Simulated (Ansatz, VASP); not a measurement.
# One calculation of CoO, two programs

```
CELL_PARAMETERS angstrom
3.19765 0.00000 0.00000
-1.59882 2.76924 0.00000
0.00000 0.00000 5.22871
ATOMIC_POSITIONS crystal
Co 0.33333 0.66667 0.50336
Co 0.00000 0.00000 0.00347
O 0.33333 0.66667 0.87156
O 0.00000 0.00000 0.37161
```

Alike in both runs: task single point; functional PBE; k mesh 8 × 8 × 5; occupations fermi-dirac, width 0.05 eV; collinear spin; fixed moment 0 μB.

|  | VASP | Ansatz |
| --- | --- | --- |
| version | VASP 6.6.1 | Ansatz 0.2.0 |
| potentials or method | VASP PAW PBE potentials, release 64 (Co, O) | Ansatz PAW |
| plane-wave cutoff (eV) | 520 | 420 |
| valence electrons in the cell | 30 | 46 |

```csv
,VASP,Ansatz,Ansatz less VASP
pressure (GPa),-14.7,-14.9,-0.21
"traceless stress, the component that is largest in VASP (GPa)",5.16,5.27,+0.110
rms of the force components (eV/Å),0.076,0.073,-0.0029
net moment per atom (μB),0.00,0.00,0.000
```

Atom by atom the forces differ by 0.003 eV/Å (rms over components). VASP's potentials hold 30 valence electrons a cell and Ansatz's 46, so a difference there can come from the potentials and not from the codes.
